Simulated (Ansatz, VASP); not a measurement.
MgS: VASP beside Ansatz

POSCAR

```
MgS
1.0
    0.0000000000      2.8331200468      2.8331200468
    2.8331200468      0.0000000000      2.8331200468
    2.8331200468      2.8331200468      0.0000000000
S Mg
1 1
Direct
    0.2500000000      0.2500000000      0.2500000000
    0.0000000000      0.0000000000      0.0000000000
```

INCAR.step1

```
SYSTEM = MgS
  PREC = Accurate
  ENCUT = 520
  EDIFF = 1E-5
  ISMEAR = -1
  SIGMA = 0.05
  LREAL = .FALSE.
  LASPH = .TRUE.
  NELM = 60
  ALGO = Normal
  ISIF = 2
  LWAVE = .TRUE.
  GGA = PE
  NBANDS = 11
```

File INCAR.step2:

```
SYSTEM = MgS
  PREC = Accurate
  ENCUT = 520
  EDIFF = 1E-6
  ISMEAR = -1
  SIGMA = 0.05
  LREAL = .FALSE.
  LASPH = .TRUE.
  NELM = 60
  ALGO = Normal
  ISIF = 2
  LWAVE = .FALSE.
  LCHARG = .TRUE.
  GGA = PE
  LHFCALC = .TRUE.
  AEXX = 0.25
  PRECFOCK = Normal
  LELF = .TRUE.
  LVHAR = .TRUE.
  ISTART = 1
  NBANDS = 11
```

Contents of KPOINTS:

```
regular mesh
0
G
  6 6 6
  0 0 0
```

File input.yaml:

```yaml
crystal:
  lattice:
    - [0.0, 2.8331200468, 2.8331200468]
    - [2.8331200468, 0.0, 2.8331200468]
    - [2.8331200468, 2.8331200468, 0.0]
  atoms:
    - { symbol: S, position: [0.25, 0.25, 0.25] }
    - { symbol: Mg, position: [0.0, 0.0, 0.0] }
kpoints:
  mp_grid: { grid: [6, 6, 6] }
scf:
  occupations: { method: fermi_dirac, width: 0.05 }
hamiltonian:
  xc: pbe0
  pseudopotentials: { kind: all_electron, datasets: crystal }
output:
  forces: true
  stress: true
```

Alike in both runs: task single point; functional PBE0; k mesh 6 × 6 × 6; occupations fermi-dirac, width 0.05 eV; no spin polarisation.

```csv
,VASP,Ansatz
version,VASP 6.6.1,Ansatz 0.2.0
potentials or method,"VASP PAW PBE potentials, release 64 (S, Mg), cutoff 520 eV",all-electron PAW datasets made for the crystal
```

|  | VASP | Ansatz | Ansatz less VASP |
| --- | --- | --- | --- |
| gap on the k mesh at the Fermi level (eV) | 5.19 | 5.19 | -0.001 |
| least direct gap on the mesh (eV) | 5.19 | 5.19 | -0.001 |
| pressure (GPa) | -0.4 | -0.2 | +0.20 |

Ansatz ran all-electron here, and VASP with PAW potentials.
